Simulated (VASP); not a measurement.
# CuCl2 (P4/mmm) in VASP: single point with PBEsol

Aim: the single point of CuCl2 with PBEsol.

Program: VASP 6.6.1. These are calculated values, not measurements. Logs are shortened: lines on timing, memory, paths and dates and some standing lists are left out, and cuts for length are marked.

## (1) The cell of the first run

The structure is tetragonal, space group P4/mmm (No. 123). The conventional cell has a = 4.521 Å, b = 4.521 Å, c = 4.318 Å, α = 90.00°, β = 90.00°, γ = 90.00°. Cu (site symmetry 4/mmm) has 4 Cl at 2.26 Å within 3.0 Å. Cl (site symmetry mmm) has 2 Cu at 2.26 Å within 3.0 Å.

## (2) Single point, PBEsol

Contents of INCAR:

```
PREC = Accurate
ENCUT = 520
EDIFF = 1E-6
ISMEAR = -1
SIGMA = 0.05
LREAL = False
LASPH = True
NELM = 80
ALGO = Normal
ISIF = 2
LWAVE = False
LCHARG = False
GGA = PS
NBANDS = 20
```

Contents of KPOINTS:

```
Automatic mesh
0
Gamma
  6 6 6
```

Contents of POSCAR:

```
CuCl2
1.0
    4.5206480000      0.0000000000      0.0000000000
    0.0000000000      4.5206480000      0.0000000000
    0.0000000000      0.0000000000      4.3177120000
Cu Cl
1 2
Direct
    0.0000000000      0.0000000000      0.0000000000
    0.0000000000      0.5000000000      0.0000000000
    0.5000000000      0.0000000000      0.0000000000
```

Potentials or basis: VASP PAW PBE potentials, release 64 (Cu, Cl).

Command:

```bash
$ cat potpaw_PBE.64/Cu/POTCAR potpaw_PBE.64/Cl/POTCAR > POTCAR
$ mpirun -np 1 vasp_std > vasp.out
```

OUTCAR:

```text
PREC = Accurate
   ENCUT = 520
   EDIFF = 1E-6
   ISMEAR = -1
   LREAL = False
   LASPH = True
   NELM = 80
   ISIF = 2
   GGA = PS

 ion  position               nearest neighbor table
   1  0.000  0.000  0.000-   2 2.26   3 2.26   2 2.26   3 2.26
   2  0.000  0.500  0.000-   1 2.26   1 2.26
   3  0.500  0.000  0.000-   1 2.26   1 2.26

  LATTYP: Found a simple tetragonal cell.
 ALAT       =     4.5206480000
 C/A-ratio  =     0.9551090906

  Lattice vectors:

 A1 = (   4.5206480000,   0.0000000000,   0.0000000000)
 A2 = (   0.0000000000,   4.5206480000,   0.0000000000)
 A3 = (   0.0000000000,   0.0000000000,   4.3177120000)

Analysis of symmetry for initial positions (statically):
=====================================================================
 Subroutine PRICEL returns:
 Original cell was already a primitive cell.

 Routine SETGRP: Setting up the symmetry group for a
 simple tetragonal supercell.

 Subroutine GETGRP returns: Found 16 space group operations
 (whereof 16 operations were pure point group operations)
 out of a pool of 16 trial point group operations.

The static configuration has the point symmetry D_4h.

Analysis of symmetry for dynamics (positions and initial velocities):
=====================================================================
 Subroutine PRICEL returns:
 Original cell was already a primitive cell.

 Routine SETGRP: Setting up the symmetry group for a
 simple tetragonal supercell.

 Subroutine GETGRP returns: Found 16 space group operations
 (whereof 16 operations were pure point group operations)
 out of a pool of 16 trial point group operations.

The dynamic configuration has the point symmetry D_4h.

 Subroutine INISYM returns: Found 16 space group operations
 (whereof 16 operations are pure point group operations),
 and found     1 'primitive' translations

----------------------------------------------------------------------------------------

                                     Primitive cell

  volume of cell :      88.2379

  direct lattice vectors                    reciprocal lattice vectors
     4.520648000  0.000000000  0.000000000     0.221207225  0.000000000  0.000000000
     0.000000000  4.520648000  0.000000000     0.000000000  0.221207225  0.000000000
     0.000000000  0.000000000  4.317712000     0.000000000  0.000000000  0.231604146

  length of vectors
     4.520648000  4.520648000  4.317712000     0.221207225  0.221207225  0.231604146

  position of ions in fractional coordinates (direct lattice)
     0.000000000  0.000000000  0.000000000
     0.000000000  0.500000000  0.000000000
     0.500000000  0.000000000  0.000000000

  ion indices of the primitive-cell ions
   primitive index   ion index
                 1           1
                 2           2
                 3           3

----------------------------------------------------------------------------------------

 KPOINTS: Automatic mesh

Automatic generation of k-mesh.
 Grid dimensions read from file:
 generate k-points for:    6    6    6

 Generating k-lattice:

  Cartesian coordinates                     Fractional coordinates (reciprocal lattice)
     0.036867871  0.000000000  0.000000000     0.166666667  0.000000000  0.000000000
     0.000000000  0.036867871  0.000000000     0.000000000  0.166666667  0.000000000
     0.000000000  0.000000000  0.038600691     0.000000000  0.000000000  0.166666667

  Length of vectors
     0.036867871  0.036867871  0.038600691

  Shift w.r.t. Gamma in fractional coordinates (k-lattice)
     0.000000000  0.000000000  0.000000000

 Subroutine IBZKPT returns following result:
 ===========================================

 Found     40 irreducible k-points:

 Following reciprocal coordinates:
            Coordinates               Weight
  0.000000  0.000000  0.000000      1.000000
  0.166667  0.000000  0.000000      4.000000
  0.333333  0.000000  0.000000      4.000000
  0.500000  0.000000  0.000000      2.000000
  0.166667  0.166667  0.000000      4.000000
  0.333333  0.166667  0.000000      8.000000
[... 16 lines left out ...]
  0.333333  0.000000  0.333333      8.000000
  0.500000  0.000000  0.333333      4.000000
 [... further k-points ...]
   k-points           NKPTS =     40   k-points in BZ     NKDIM =     40   number of bands    NBANDS=     20
   number of dos      NEDOS =    301   number of ions     NIONS =      3
   total plane-waves  NPLWV =  41472
   dimension x,y,z NGX =    36 NGY =   36 NGZ =   32
   dimension x,y,z NGXF=    72 NGYF=   72 NGZF=   64
   ions per type =               1   2
   NGX,Y,Z   is equivalent  to a cutoff of  13.24, 13.24, 12.32 a.u.
   NGXF,Y,Z  is equivalent  to a cutoff of  26.48, 26.48, 24.64 a.u.
 SYSTEM =  unknown system
   PREC   = accura    normal or accurate (medium, high low for compatibility)
   ISTART =      0    job   : 0-new  1-cont  2-samecut
   ICHARG =      2    charge: 1-file 2-atom 10-const
   ISPIN  =      1    spin polarized calculation?
   LNONCOLLINEAR =      F non collinear calculations
   LSORBIT =      F    spin-orbit coupling
   LASPH  =      T    aspherical Exc in radial PAW
   ENCUT  =  520.0 eV  38.22 Ry    6.18 a.u.   8.41  8.41  8.03*2*pi/ulx,y,z
   NELM   =     80;   NELMIN=  2; NELMDL= -5     # of ELM steps
   EDIFF  = 0.1E-05   stopping-criterion for ELM
   LREAL  =      F    real-space projection
   EDIFFG = 0.1E-04   stopping-criterion for IOM
   NSW    =      0    number of steps for IOM
   IBRION =     -1    ionic relax: 0-MD 1-quasi-New 2-CG
   NFREE  =      0    steps in history (QN), initial steepest desc. (CG)
   ISIF   =      2    stress and relaxation
   ISYM   =      2    0-nonsym 1-usesym 2-fastsym
   POTIM  = 0.5000    time-step for ionic-motion
   TEBEG  =    0.0;   TEEND  =   0.0 temperature during run
   PSTRESS=    0.0 pullay stress
   NELECT =      25.0000    total number of electrons
   NUPDOWN=      -1.0000    fix difference up-down
   EMIN   =  10.00;   EMAX   =-10.00  energy-range for DOS
   EFERMI =   0.00;   METHOD = LEGACY
   ISMEAR =    -1;   SIGMA  =   0.05  broadening in eV -4-tet -1-fermi 0-gaus
   EFERMI_NEDOS =   21; number of points for ismear=-14 and -15
   IALGO  =     38    algorithm
   IMIX   =      4    mixing-type and parameters
     AMIX     =   0.40;   BMIX     =  1.00
     AMIX_MAG =   1.60;   BMIX_MAG =  1.00
  volume/ion in A,a.u.               =      29.41       198.49
  Fermi-wavevector in a.u.,A,eV,Ry     =   1.075234  2.031898 15.730090  1.156129
  Thomas-Fermi vector in A             =   2.211085
   LORBIT       =      0    0 simple, 1 ext, 2 COOP (PROOUT), +10 PAW based schemes
   GGA     = PS    functional components
   LHFCALC =     F    Hartree Fock is set to
   AEXX    =    0.0000 exact exchange contribution
   IVDW    =     0    specifies the selected vdW correction
   LEPSILON=     F    determine dielectric tensor
   LRPA    =     F    only Hartree local field effects (RPA)
 non-spin polarized calculation
  energy-cutoff  :      520.00
  volume of cell :       88.24
 maximum number of plane-waves:      2392
 NGX is ok and might be reduce to    36
   NGX = 17   NGY = 17   NGZ = 17

 number of electron      25.0000003 magnetization

 Free energy of the ion-electron system (eV)
  ---------------------------------------------------
  ext. energy  EPLUGINS =         0.00000000
  ---------------------------------------------------
  free energy    TOTEN  =        -9.06728017 eV

  energy without entropy =       -9.03863222  energy(sigma->0) =       -9.05295619

 E-fermi :  -0.9059     XC(G=0):  -7.4882

 val. band max:       -0.9428680921   @ k =   0.5000   0.1667   0.1667
 cond. band min:      -0.9049230228   @ k =   0.5000   0.1667   0.3333
 fundamental gap:      0.0379450693
 Fermi energy:        -0.9059101229

 k-point     1 :       0.0000    0.0000    0.0000
  band No.  band energies     occupation
      1     -15.5473      2.00000
      2     -14.4019      2.00000
      3      -4.7948      2.00000
      4      -4.7948      2.00000
      5      -3.0245      2.00000
      6      -2.9281      2.00000
[... 12 lines left out ...]
     19      10.7292      0.00000
     20      10.8505      0.00000

 k-point     2 :       0.1667    0.0000    0.0000
  band No.  band energies     occupation
      1     -15.4633      2.00000
      2     -14.4630      2.00000
      3      -5.1803      2.00000
      4      -4.7189      2.00000
      5      -3.1850      2.00000
      6      -3.0956      2.00000
[... 12 lines left out ...]
     19       9.7194      0.00000
     20      11.0054      0.00000

 k-point     3 :       0.3333    0.0000    0.0000
  band No.  band energies     occupation
      1     -15.2399      2.00000
      2     -14.6408      2.00000
      3      -5.7595      2.00000
      4      -4.5148      2.00000
      5      -3.5330      2.00000
      6      -3.3011      2.00000
[... 12 lines left out ...]
     19      10.2836      0.00000
     20      11.1135      0.00000

 k-point     4 :       0.5000    0.0000    0.0000
  band No.  band energies     occupation
      1     -15.0130      2.00000
      2     -14.8450      2.00000
      3      -5.9971      2.00000
      4      -4.3434      2.00000
      5      -3.7677      2.00000
      6      -3.3795      2.00000
[... 12 lines left out ...]
     19      10.7168      0.00000
     20      10.9009      0.00000

 k-point     5 :       0.1667    0.1667    0.0000
  band No.  band energies     occupation
      1     -15.3844      2.00000
      2     -14.5109      2.00000
      3      -5.3779      2.00000
      4      -4.9188      2.00000
      5      -3.5043      2.00000
      6      -3.1452      2.00000
[... 12 lines left out ...]
     19       9.9767      0.00000
     20      11.1270      0.00000

 k-point     6 :       0.3333    0.1667    0.0000
  band No.  band energies     occupation
      1     -15.1767      2.00000
      2     -14.6561      2.00000
      3      -5.9431      2.00000
      4      -4.9002      2.00000
      5      -3.9638      2.00000
      6      -3.2980      2.00000
[... 12 lines left out ...]
     19      10.1754      0.00000
     20      10.9265      0.00000

 k-point     7 :       0.5000    0.1667    0.0000
  band No.  band energies     occupation
      1     -14.9648      2.00000
      2     -14.8366      2.00000
      3      -6.1943      2.00000
      4      -4.8432      2.00000
      5      -4.1697      2.00000
      6      -3.3741      2.00000
[... 12 lines left out ...]
     19       9.9486      0.00000
     20      10.5542      0.00000
[... 277 lines left out ...]
 k-point    20 :       0.5000    0.5000    0.1667
  band No.  band energies     occupation
      1     -14.8034      2.00000
      2     -14.8034      2.00000
      3      -6.9734      2.00000
      4      -5.2748      2.00000
      5      -4.8191      2.00000
      6      -3.4178      2.00000
[... 12 lines left out ...]
     19       9.0310      0.00000
     20       9.0310      0.00000

 k-point    21 :       0.0000    0.0000    0.3333
  band No.  band energies     occupation
      1     -15.5170      2.00000
      2     -14.3837      2.00000
      3      -4.7519      2.00000
      4      -4.7519      2.00000
      5      -3.4669      2.00000
      6      -3.0222      2.00000
[... 12 lines left out ...]
     19       9.5837      0.00000
     20       9.9482      0.00000

 k-point    22 :       0.1667    0.0000    0.3333
  band No.  band energies     occupation
      1     -15.4336      2.00000
      2     -14.4439      2.00000
      3      -5.1431      2.00000
      4      -4.6773      2.00000
      5      -3.4913      2.00000
      6      -3.1788      2.00000
[... 12 lines left out ...]
     19       9.8598      0.00000
     20      10.8570      0.00000

 k-point    23 :       0.3333    0.0000    0.3333
  band No.  band energies     occupation
      1     -15.2122      2.00000
      2     -14.6192      2.00000
      3      -5.7266      2.00000
      4      -4.4767      2.00000
      5      -3.5481      2.00000
      6      -3.5197      2.00000
[... 12 lines left out ...]
     19      10.5909      0.00000
     20      10.8940      0.00000

 k-point    24 :       0.5000    0.0000    0.3333
  band No.  band energies     occupation
      1     -14.9880      2.00000
      2     -14.8205      2.00000
      3      -5.9653      2.00000
      4      -4.3073      2.00000
      5      -3.7510      2.00000
      6      -3.5790      2.00000
[... 12 lines left out ...]
     19      10.7471      0.00000
     20      10.8144      0.00000

 [... further k-points ...]

------------------------ aborting loop because EDIFF is reached ----------------------------------------

  FORCE on cell =-STRESS in cart. coord.  units (eV):
  Direction    XX          YY          ZZ          XY          YZ          ZX
  --------------------------------------------------------------------------------------
  -------------------------------------------------------------------------------------
  Total       -1.3193471     -1.3193471     -0.0016564      0.0000000     -0.0000000      0.0000000
  in kB      -23.9560153    -23.9560153     -0.0300769      0.0000000     -0.0000000      0.0000000
  external PRESSURE =     -15.9807025 kB  Pullay stress =       0.0000000 kB

 VOLUME and BASIS-vectors are now :
 -----------------------------------------------------------------------------
  energy-cutoff  :      520.00
  volume of cell :       88.24
      direct lattice vectors                 reciprocal lattice vectors
     4.520648000  0.000000000  0.000000000     0.221207225  0.000000000  0.000000000
     0.000000000  4.520648000  0.000000000     0.000000000  0.221207225  0.000000000
     0.000000000  0.000000000  4.317712000     0.000000000  0.000000000  0.231604146

 POSITION                                       TOTAL-FORCE (eV/Angst)
 -----------------------------------------------------------------------------------
      0.00000      0.00000      0.00000         0.000000      0.000000      0.000000
      0.00000      2.26032      0.00000         0.000000      0.000000      0.000000
      2.26032      0.00000      0.00000         0.000000      0.000000      0.000000
 -----------------------------------------------------------------------------------
    total drift:                               -0.000000     -0.000000     -0.000000

  FREE ENERGIE OF THE ION-ELECTRON SYSTEM (eV)
  ---------------------------------------------------
  free  energy   TOTEN  =        -9.0672801702 eV

  energy  without entropy=       -9.0386322160  energy(sigma->0) =       -9.05295619
```

Wall time 25 s (1 thread of Intel Xeon 6975P-C (Granite Rapids), shared host); peak memory 0.22 GiB.

What came out:

```
Free energy : -9.0673 eV
Pressure    : -1.6 GPa
```

Stress tensor (GPa, compression positive):
```
-2.40  0.00  0.00
 0.00 -2.40  0.00
 0.00  0.00  0.00
```

Caveat: the PAW data sets were made with another functional, which shifts forces and pressure a little; an odd number of electrons without spin polarisation forces a metal; a magnetic or distorted state may lie lower; semilocal functionals often make such compounds metallic where correlation or magnetic order opens a gap, which also shifts bond lengths. With open d or f shells a metallic result of PBEsol can be an artefact of self-interaction; +U or a hybrid may open a gap.
